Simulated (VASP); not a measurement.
# CaLuH5 (F-43m) in VASP: notebook

The runs below take CaLuH5 through single point, relaxation of cell and atoms, with PBE.

Everything below comes from runs of VASP 6.6.1. Logs are shortened: lines on timing, memory, paths and dates and some standing lists are left out, and cuts for length are marked.

### Step 1. The cell of the first run

Symmetry: F-43m, No. 216, cubic system. The conventional cell has a = 6.744 Å, b = 6.744 Å, c = 6.744 Å, α = 90.00°, β = 90.00°, γ = 90.00°. Within 3.7 Å of Ca (site symmetry -43m) lie 16 H at 2.78 to 2.92 Å and 4 Lu at 2.92 Å. Within 3.7 Å of Lu (site symmetry -43m) lie 18 H at 2.81 to 3.37 Å and 4 Ca at 2.92 Å. Within 1.8 Å of H (site symmetry -43m) lie 4 H at 1.37 Å. Within 1.8 Å of H (site symmetry 3m) lie 1 H at 1.37 Å.

### Step 2. Single point, PBE

File INCAR:

```
SYSTEM = CaLuH5
PREC     = Accurate       ! precision mode
ENCUT    = 520            ! plane-wave cutoff, eV
EDIFF    = 1E-6           ! SCF threshold, eV
ISMEAR   = 0              ! smearing method
SIGMA    = 0.1            ! smearing width, eV
LREAL    = .False.        ! projectors in reciprocal space
LASPH    = .True.         ! aspherical terms in the spheres
NELM     = 100            ! most SCF steps
ALGO     = Normal         ! electronic algorithm
ISIF     = 2              ! what is computed and relaxed
LWAVE    = .False.        ! write WAVECAR
LCHARG   = .True.         ! write CHGCAR
GGA      = PE             ! functional
LELF     = .True.         ! ELF
LVHAR    = .True.       
NBANDS   = 29             ! bands
```

File KPOINTS:

```
regular mesh
0
Gamma
  10 10 10
  0 0 0
```

File POSCAR:

```
CaLuH5
1.0
    0.0000000000      3.3720201840      3.3720201840
    3.3720201840      0.0000000000      3.3720201840
    3.3720201840      3.3720201840      0.0000000000
Ca Lu H
1 1 5
Direct
    0.7500000000      0.7500000000      0.7500000000
    0.0000000000      0.0000000000      0.0000000000
    0.5000000000      0.5000000000      0.5000000000
    0.3829199536      0.8512401391      0.3829199536
    0.3829199536      0.3829199536      0.3829199536
    0.8512401391      0.3829199536      0.3829199536
    0.3829199536      0.3829199536      0.8512401391
```

Potentials or basis: VASP PAW PBE potentials, release 64 (Ca_sv, Lu, H).

The run is started by

```
$ cat potpaw_PBE.64/Ca_sv/POTCAR potpaw_PBE.64/Lu/POTCAR potpaw_PBE.64/H/POTCAR > POTCAR
$ mpirun -np 1 vasp_std > vasp.out
```

OUTCAR:

```text
SYSTEM = CaLuH5
   PREC = Accurate
   ENCUT = 520
   EDIFF = 1E-6
   ISMEAR = 0
   LREAL = .False.
   LASPH = .True.
   NELM = 100
   ISIF = 2
   GGA = PE

 ion  position               nearest neighbor table
   1  0.750  0.750  0.750-   2 2.92   2 2.92   2 2.92   2 2.92
   2  0.000  0.000  0.000-   1 2.92   1 2.92   1 2.92   1 2.92
   3  0.500  0.500  0.500-
   4  0.383  0.851  0.383-
   5  0.383  0.383  0.383-
   6  0.851  0.383  0.383-
   7  0.383  0.383  0.851-

  LATTYP: Found a face centered cubic cell.
 ALAT       =     6.7440403680

  Lattice vectors:

 A1 = (   0.0000000000,   3.3720201840,   3.3720201840)
 A2 = (   3.3720201840,   0.0000000000,   3.3720201840)
 A3 = (   3.3720201840,   3.3720201840,   0.0000000000)

Analysis of symmetry for initial positions (statically):
=====================================================================
 Subroutine PRICEL returns:
 Original cell was already a primitive cell.

 Routine SETGRP: Setting up the symmetry group for a
 face centered cubic supercell.

 Subroutine GETGRP returns: Found 24 space group operations
 (whereof 24 operations were pure point group operations)
 out of a pool of 48 trial point group operations.

The static configuration has the point symmetry T_d .

Analysis of symmetry for dynamics (positions and initial velocities):
=====================================================================
 Subroutine PRICEL returns:
 Original cell was already a primitive cell.

 Routine SETGRP: Setting up the symmetry group for a
 face centered cubic supercell.

 Subroutine GETGRP returns: Found 24 space group operations
 (whereof 24 operations were pure point group operations)
 out of a pool of 48 trial point group operations.

The dynamic configuration has the point symmetry T_d .

 Subroutine INISYM returns: Found 24 space group operations
 (whereof 24 operations are pure point group operations),
 and found     1 'primitive' translations

----------------------------------------------------------------------------------------

                                     Primitive cell

  volume of cell :      76.6832

  direct lattice vectors                    reciprocal lattice vectors
     0.000000000  3.372020184  3.372020184    -0.148279065  0.148279065  0.148279065
     3.372020184  0.000000000  3.372020184     0.148279065 -0.148279065  0.148279065
     3.372020184  3.372020184  0.000000000     0.148279065  0.148279065 -0.148279065

  length of vectors
     4.768756677  4.768756677  4.768756677     0.256826874  0.256826874  0.256826874

  position of ions in fractional coordinates (direct lattice)
     0.750000000  0.750000000  0.750000000
     0.000000000  0.000000000  0.000000000
     0.500000000  0.500000000  0.500000000
     0.382919954  0.851240139  0.382919954
     0.382919954  0.382919954  0.382919954
     0.851240139  0.382919954  0.382919954
     0.382919954  0.382919954  0.851240139

  ion indices of the primitive-cell ions
   primitive index   ion index
                 1           1
                 2           2
                 3           3
                 4           4
                 5           5
                 6           6
                 7           7

----------------------------------------------------------------------------------------

 KPOINTS: regular mesh

Automatic generation of k-mesh.
 Grid dimensions read from file:
 generate k-points for:   10   10   10

 Generating k-lattice:

  Cartesian coordinates                     Fractional coordinates (reciprocal lattice)
    -0.014827906  0.014827906  0.014827906     0.100000000  0.000000000  0.000000000
     0.014827906 -0.014827906  0.014827906     0.000000000  0.100000000  0.000000000
     0.014827906  0.014827906 -0.014827906     0.000000000  0.000000000  0.100000000

  Length of vectors
     0.025682687  0.025682687  0.025682687

  Shift w.r.t. Gamma in fractional coordinates (k-lattice)
     0.000000000  0.000000000  0.000000000

 Subroutine IBZKPT returns following result:
 ===========================================

 Found     47 irreducible k-points:

 Following reciprocal coordinates:
            Coordinates               Weight
  0.000000  0.000000  0.000000      1.000000
  0.100000  0.000000  0.000000      8.000000
  0.200000  0.000000  0.000000      8.000000
  0.300000  0.000000  0.000000      8.000000
  0.400000  0.000000  0.000000      8.000000
  0.500000  0.000000  0.000000      4.000000
[... 16 lines left out ...]
  0.300000  0.300000  0.000000      6.000000
  0.400000  0.300000  0.000000     24.000000
 [... further k-points ...]
   k-points           NKPTS =     47   k-points in BZ     NKDIM =     47   number of bands    NBANDS=     29
   number of dos      NEDOS =    301   number of ions     NIONS =      7
   total plane-waves  NPLWV =  46656
   dimension x,y,z NGX =    36 NGY =   36 NGZ =   36
   dimension x,y,z NGXF=    72 NGYF=   72 NGZF=   72
   ions per type =               1   1   5
[... 35 lines left out ...]
  Thomas-Fermi vector in A             =   2.447849
   LORBIT       =      0    0 simple, 1 ext, 2 COOP (PROOUT), +10 PAW based schemes
   GGA     = PE    functional components
   LHFCALC =     F    Hartree Fock is set to
   AEXX    =    0.0000 exact exchange contribution
   IVDW    =     0    specifies the selected vdW correction
   LEPSILON=     F    determine dielectric tensor
   LRPA    =     F    only Hartree local field effects (RPA)
 non-spin polarized calculation
 Gauss-broadening in eV      SIGMA  =   0.10
  energy-cutoff  :      520.00
  volume of cell :       76.68
 maximum number of plane-waves:      2085
   NGX = 17   NGY = 17   NGZ = 17

 number of electron      39.9999999 magnetization

 Free energy of the ion-electron system (eV)
  ---------------------------------------------------
  ext. energy  EPLUGINS =         0.00000000
  ---------------------------------------------------
  free energy    TOTEN  =       -18.42387276 eV

  energy without entropy =      -18.40823670  energy(sigma->0) =      -18.41605473

 E-fermi :   2.8109     XC(G=0):  -9.8563

 val. band max:        2.8024131285   @ k =  -0.2000   0.3000   0.1000
 cond. band min:       2.8150991330   @ k =  -0.3000   0.5000   0.2000
 fundamental gap:      0.0126860045
 Fermi energy:         2.8109236841

 k-point     1 :       0.0000    0.0000    0.0000
  band No.  band energies     occupation
      1     -54.9941      2.00000
      2     -38.8962      2.00000
      3     -25.6518      2.00000
      4     -25.6518      2.00000
      5     -25.6518      2.00000
      6     -19.9833      2.00000
[... 21 lines left out ...]
     28       5.5112      0.00000
     29       7.6229      0.00000

 k-point     2 :       0.1000    0.0000    0.0000
  band No.  band energies     occupation
      1     -54.9941      2.00000
      2     -38.8964      2.00000
      3     -25.6524      2.00000
      4     -25.6524      2.00000
      5     -25.6522      2.00000
      6     -19.9852      2.00000
[... 21 lines left out ...]
     28       5.7112      0.00000
     29       8.0103      0.00000

 k-point     3 :       0.2000    0.0000    0.0000
  band No.  band energies     occupation
      1     -54.9940      2.00000
      2     -38.8968      2.00000
      3     -25.6539      2.00000
      4     -25.6539      2.00000
      5     -25.6535      2.00000
      6     -19.9900      2.00000
[... 21 lines left out ...]
     28       5.9953      0.00000
     29       7.9077      0.00000

 k-point     4 :       0.3000    0.0000    0.0000
  band No.  band energies     occupation
      1     -54.9939      2.00000
      2     -38.8973      2.00000
      3     -25.6558      2.00000
      4     -25.6558      2.00000
      5     -25.6551      2.00000
      6     -19.9955      2.00000
[... 597 lines left out ...]
     28       7.0780      0.00000
     29       7.4443      0.00000

 k-point    23 :       0.3000    0.3000    0.0000
  band No.  band energies     occupation
      1     -54.9938      2.00000
      2     -38.8976      2.00000
      3     -25.6614      2.00000
      4     -25.6614      2.00000
      5     -25.6476      2.00000
      6     -20.0078      2.00000
[... 21 lines left out ...]
     28       7.3102      0.00000
     29       7.3102      0.00000

 k-point    24 :       0.4000    0.3000    0.0000
  band No.  band energies     occupation
      1     -54.9937      2.00000
      2     -38.8979      2.00000
      3     -25.6646      2.00000
      4     -25.6631      2.00000
      5     -25.6462      2.00000
      6     -20.0115      2.00000
[... 21 lines left out ...]
     28       7.4100      0.00000
     29       7.4883      0.00000

 [... further k-points ...]

------------------------ aborting loop because EDIFF is reached ----------------------------------------

  FORCE on cell =-STRESS in cart. coord.  units (eV):
  Direction    XX          YY          ZZ          XY          YZ          ZX
  --------------------------------------------------------------------------------------
  -------------------------------------------------------------------------------------
  Total        0.0094095      0.0094095      0.0094095      0.0000000      0.0000000      0.0000000
  in kB        0.1965961      0.1965961      0.1965961      0.0000000      0.0000000      0.0000000
  external PRESSURE =       0.1965961 kB  Pullay stress =       0.0000000 kB

 VOLUME and BASIS-vectors are now :
 -----------------------------------------------------------------------------
  energy-cutoff  :      520.00
  volume of cell :       76.68
      direct lattice vectors                 reciprocal lattice vectors
     0.000000000  3.372020184  3.372020184    -0.148279065  0.148279065  0.148279065
     3.372020184  0.000000000  3.372020184     0.148279065 -0.148279065  0.148279065
     3.372020184  3.372020184  0.000000000     0.148279065  0.148279065 -0.148279065

 POSITION                                       TOTAL-FORCE (eV/Angst)
 -----------------------------------------------------------------------------------
      5.05803      5.05803      5.05803        -0.000000     -0.000000      0.000000
      0.00000      0.00000      0.00000        -0.000000     -0.000000      0.000000
      3.37202      3.37202      3.37202        -0.000000     -0.000000      0.000000
      4.16161      2.58243      4.16161         0.000027     -0.000027      0.000027
      2.58243      2.58243      2.58243        -0.000027     -0.000027     -0.000027
      2.58243      4.16161      4.16161        -0.000027      0.000027      0.000027
      4.16161      4.16161      2.58243         0.000027      0.000027     -0.000027
 -----------------------------------------------------------------------------------
    total drift:                                0.000000      0.000000      0.000000

  FREE ENERGIE OF THE ION-ELECTRON SYSTEM (eV)
  ---------------------------------------------------
  free  energy   TOTEN  =       -18.4238727630 eV

  energy  without entropy=      -18.4082366951  energy(sigma->0) =      -18.41605473
```

It took 89 s on 1 thread of Intel Xeon Platinum 8124M at 3.00GHz (Skylake/Cascade Lake), shared host; peak memory 0.28 GiB.

What came out:

* Free energy: -18.4239 eV
* Pressure: 0.0 GPa
* Band gap on the k mesh: zero (band 20 reaches 2.93 eV, above the bottom of band 21 at 2.12 eV)

Caveat: spin-orbit coupling is left out, which moves the levels of the heavy elements.

### Step 3. Relaxation of cell and atoms, PBE

This run uses another cell than the first one, of 10.89 Å³/atom, 0.994 times its volume.

File INCAR:

```
PREC     = Accurate       # precision mode
ENCUT    = 600            # plane-wave cutoff, eV
EDIFF    = 1E-6           # SCF threshold, eV
ISMEAR   = 0              # smearing method
SIGMA    = 0.1            # smearing width, eV
LREAL    = False          # projectors in reciprocal space
LASPH    = True           # aspherical terms in the spheres
NELM     = 100            # most SCF steps
ALGO     = Normal         # electronic algorithm
ISIF     = 3              # what is computed and relaxed
LWAVE    = False          # write WAVECAR
LCHARG   = False          # write CHGCAR
GGA      = PE             # functional
IBRION   = 2              # ionic algorithm
NSW      = 100            # ionic steps
EDIFFG   = -0.01          # ionic threshold
```

File KPOINTS:

```
regular mesh
0
Gamma
  10 10 10
```

File POSCAR:

```
CaLuH5
1.0
    0.0000000000      3.3649253555      3.3649253555
    3.3649253555      0.0000000000      3.3649253555
    3.3649253555      3.3649253555      0.0000000000
Ca Lu H
1 1 5
Direct
    0.7500000000      0.7500000000      0.7500000000
    0.0000000000      0.0000000000      0.0000000000
    0.5000000000      0.5000000000      0.5000000000
    0.3814570663      0.8556288011      0.3814570663
    0.3814570663      0.3814570663      0.3814570663
    0.8556288011      0.3814570663      0.3814570663
    0.3814570663      0.3814570663      0.8556288011
```

Potentials or basis: VASP PAW PBE potentials, release 64 (Ca_sv, Lu, H).

The run is started by

```
$ cat potpaw_PBE.64/Ca_sv/POTCAR potpaw_PBE.64/Lu/POTCAR potpaw_PBE.64/H/POTCAR > POTCAR
$ mpirun -np 1 vasp_std > vasp.out
```

Run time: 6.9 min. Hardware: 1 thread of Intel Xeon Platinum 8124M at 3.00GHz (Skylake/Cascade Lake), shared host; peak memory 0.34 GiB.

Results (log left out):

| Quantity | Value |
| --- | --- |
| Free energy | -18.4250 eV |
| Relaxed volume | 11.01 Å³/atom |
| Relaxed cell | a = 4.777 Å, b = 4.777 Å, c = 4.777 Å, α = 60.00°, β = 60.00°, γ = 60.00° |
| Space group after relaxing (to 0.05 Å) | F-43m (No. 216) |
| Energy gained by relaxing | 0.3 meV/atom |
| Ionic steps | 5 |
| Pressure after relaxing | -0.1 GPa |
| Largest force after relaxing | 0.004 eV/Å |
| Band gap on the k mesh | zero (band 20 reaches 2.89 eV, above the bottom of band 21 at 2.08 eV) |

Forces in eV/Å, atoms in the order of the input:
```
Ca   0.000  0.000  0.000
Lu   0.000  0.000  0.000
H    0.000  0.000  0.000
H   -0.002  0.002 -0.002
H    0.002  0.002  0.002
H    0.002 -0.002 -0.002
H   -0.002 -0.002  0.002
```

The path:
```csv
step,energy change (eV),largest force (eV/Å),pressure (GPa),volume (Å³)
1,0.0000,0.0530,0.17,76.20
2,-0.0006,0.0461,0.08,76.33
3,-0.0019,0.0257,0.11,76.70
4,-0.0017,0.0162,-0.19,77.46
5,-0.0022,0.0037,-0.11,77.10
```

Final structure:
```
Ca Lu H
1.0
     0.00000    3.37814    3.37814
     3.37814    0.00000    3.37814
     3.37814    3.37814    0.00000
Ca Lu H
1 1 5
Direct
  0.75000 0.75000 0.75000
  0.00000 0.00000 0.00000
  0.50000 0.50000 0.50000
  0.38303 0.85092 0.38303
  0.38303 0.38303 0.38303
  0.85092 0.38303 0.38303
  0.38303 0.38303 0.85092
```

Levels at points of the mesh, in eV from the Fermi level:
| k point | band 18 | band 19 | band 20 | band 21 | band 22 | band 23 |
| --- | --- | --- | --- | --- | --- | --- |
| (0.00, 0.00, 0.00) | -2.32 | -2.32 | -1.15 | -0.23 | -0.23 | 1.12 |
| (0.50, 0.00, 0.00) | -2.95 | -2.95 | 0.08 | 0.62 | 0.62 | 0.67 |
| (0.50, 0.50, 0.00) | -2.35 | -2.35 | -1.40 | -0.69 | 0.93 | 0.93 |

Caveat: spin-orbit coupling is left out, which moves the levels of the heavy elements.

### Step 4. Single point, PBE

This run uses another cell than the first one, of 14.66 Å³/atom, 1.338 times its volume.

File INCAR:

```
PREC     = Accurate       # precision mode
ENCUT    = 520            # plane-wave cutoff, eV
EDIFF    = 1E-6           # SCF threshold, eV
ISMEAR   = 0              # smearing method
SIGMA    = 0.1            # smearing width, eV
LREAL    = False          # projectors in reciprocal space
LASPH    = True           # aspherical terms in the spheres
NELM     = 100            # most SCF steps
ALGO     = Normal         # electronic algorithm
ISIF     = 2              # what is computed and relaxed
LWAVE    = False          # write WAVECAR
LCHARG   = False          # write CHGCAR
GGA      = PE             # functional
NBANDS   = 29             # bands
```

File KPOINTS:

```
regular mesh
0
Gamma
  4 4 4
```

File POSCAR:

```
CaLuH5
1.0
    0.0000000000      3.7156777600      3.7156777600
    3.7156777600      0.0000000000      3.7156777600
    3.7156777600      3.7156777600      0.0000000000
Ca Lu H
1 1 5
Direct
    0.2500000000      0.2500000000      0.2500000000
    0.0000000000      0.0000000000      0.0000000000
    0.5000000000      0.5000000000      0.5000000000
    0.5855358300      0.5855358300      0.5855358300
    0.5855358300      0.5855358300      0.2433925200
    0.5855358300      0.2433925200      0.5855358300
    0.2433925200      0.5855358300      0.5855358300
```

The run is started by

```
$ cat potpaw_PBE.64/Ca_sv/POTCAR potpaw_PBE.64/Lu/POTCAR potpaw_PBE.64/H/POTCAR > POTCAR
$ mpirun -np 1 vasp_std > vasp.out
```

Wall time 27 s (1 thread of Intel Xeon Platinum 8124M at 3.00GHz (Skylake/Cascade Lake), shared host); peak memory 0.25 GiB.

The run converged. Its results:

| Quantity | Value |
| --- | --- |
| Free energy | -17.1881 eV |
| Pressure | -2.1 GPa |
| Largest force | 1.480 eV/Å |
| Band gap on the k mesh | zero (band 20 reaches 1.32 eV, above the bottom of band 21 at 0.65 eV) |

Forces on the atoms (eV/Å):
```
Ca   0.000  0.000  0.000
Lu   0.000  0.000  0.000
H    0.000  0.000  0.000
H    0.854  0.854  0.854
H   -0.854 -0.854  0.854
H   -0.854  0.854 -0.854
H    0.854 -0.854 -0.854
```

Levels at points of the mesh, in eV from the Fermi level:
| k point | band 17 | band 18 | band 19 | band 20 | band 21 | band 22 | band 23 | band 24 |
| --- | --- | --- | --- | --- | --- | --- | --- | --- |
| (0.00, 0.00, 0.00) | -2.63 | -1.57 | -1.57 | -1.57 | 0.24 | 0.24 | 0.80 | 0.80 |
| (0.50, 0.00, 0.00) | -3.91 | -2.01 | -2.01 | 0.02 | 0.29 | 0.63 | 0.63 | 2.11 |
| (0.50, 0.50, 0.00) | -3.20 | -1.72 | -1.72 | -1.64 | -0.65 | 0.83 | 0.84 | 0.84 |

Caveat: the k points lie up to 0.37 Å⁻¹ apart; spin-orbit coupling is left out, which moves the levels of the heavy elements; forces of over 1 eV/Å act on the atoms, so gaps and moduli don't describe the material at rest.

### Step 5. Overview

| task | cell | k mesh | cutoff (eV) | gap on the mesh (eV) | pressure (GPa) |
| --- | --- | --- | --- | --- | --- |
| single point | a = 4.769 Å, angles 60.0°, 7 atoms | 10 × 10 × 10 | 520 | none | 0.0 |
| relaxation of cell and atoms | relaxed from a = 4.759 Å, angles 60.0°, 7 atoms | 10 × 10 × 10 | 600 | none | -0.1 |
| single point | a = 5.255 Å, angles 60.0°, 7 atoms | 4 × 4 × 4 | 520 | none | -2.1 |

Alike in all rows: level PBE; potentials or basis VASP PAW PBE potentials, release 64 (Ca_sv, Lu, H); no spin polarisation; smearing gaussian 0.1 eV.

Caveats: some runs use coarse meshes; spin-orbit coupling is left out, which moves the levels of the heavy elements; forces of over 1 eV/Å act on the atoms, so gaps and moduli don't describe the material at rest (some runs).

Total energies depend on the potentials used, so only differences within one code and one set of settings carry meaning.
